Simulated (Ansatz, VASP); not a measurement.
## One calculation of Sr, two programs

Contents of POSCAR:

```
Sr
1.0
    4.4393002273      0.0000000000      0.0000000000
   -2.2196501137      3.8445467718      0.0000000000
    0.0000000000      0.0000000000      7.1557500000
Sr
2
Direct
    0.3333333333      0.6666666667      0.2500000000
    0.6666666667      0.3333333333      0.7500000000
```

Contents of INCAR.step1:

```
SYSTEM = Sr
PREC     = Accurate       ! precision mode
ENCUT    = 520            ! plane-wave cutoff, eV
ISMEAR   = 0              ! smearing method
SIGMA    = 0.15           ! smearing width, eV
LREAL    = .False.        ! projectors in reciprocal space
LASPH    = .True.         ! aspherical terms in the spheres
NELM     = 80             ! most SCF steps
NBANDS   = 17             ! bands
GGA      = PE             ! functional
ALGO     = Normal         ! electronic algorithm
EDIFF    = 1E-4           ! SCF threshold, eV
LWAVE    = .True.         ! write WAVECAR
LCHARG   = .False.        ! write CHGCAR
```

Contents of INCAR.step2:

```
SYSTEM = Sr
PREC     = Accurate       ! precision mode
ENCUT    = 520            ! plane-wave cutoff, eV
EDIFF    = 1E-7           ! SCF threshold, eV
ISMEAR   = 0              ! smearing method
SIGMA    = 0.15           ! smearing width, eV
LREAL    = .False.        ! projectors in reciprocal space
LASPH    = .True.         ! aspherical terms in the spheres
NELM     = 80             ! most SCF steps
ALGO     = Normal         ! electronic algorithm
ISIF     = 2              ! what is computed and relaxed
LWAVE    = .False.        ! write WAVECAR
LCHARG   = .False.        ! write CHGCAR
METAGGA  = R2SCAN         ! meta-GGA
LMIXTAU  = .True.       
NBANDS   = 17             ! bands
ISTART   = 1
```

Contents of KPOINTS:

```
Automatic mesh
0
Gamma
  12 12 8
  0 0 0
```

Input for Ansatz:

```yaml
crystal:
  lattice:
    - [4.4393002273, 0.0, 0.0]
    - [-2.2196501137, 3.8445467718, 0.0]
    - [0.0, 0.0, 7.15575]
  atoms:
    - { symbol: Sr, position: [0.3333333333, 0.6666666667, 0.25] }
    - { symbol: Sr, position: [0.6666666667, 0.3333333333, 0.75] }
basis:
  ecutwfc: 500
kpoints:
  mp_grid: { grid: [12, 12, 8] }
hamiltonian:
  xc: r2scan
scf:
  occupations: { method: gaussian, width: 0.15 }
output:
  forces: true
  stress: true
  eigenvalues: true
```

Change from the starting cell: strain +0.030 along x and y, +0.015 along z, atoms carried along.

Alike in both runs: task single point; functional r2SCAN; k mesh 12 × 12 × 8; occupations gaussian, width 0.15 eV; no spin polarisation.

```csv
,VASP,Ansatz
version,VASP 6.6.1,Ansatz 0.2.0
potentials or method,"VASP PAW PBE potentials, release 64 (Sr_sv), cutoff 520 eV","scalar-relativistic, plane waves, PAW"
valence electrons in the cell,20,20
```

```csv
,VASP,Ansatz,Ansatz less VASP
gap on the k mesh at the Fermi level (eV),none,none,-
pressure (GPa),-0.7,-0.7,-0.01
"traceless stress, the component that is largest in VASP (GPa)",0.25,0.25,-0.003
```

VASP's potentials were made for PBE, not for r2SCAN. A gap of «none» marks a metal or a gap that the smearing closes.
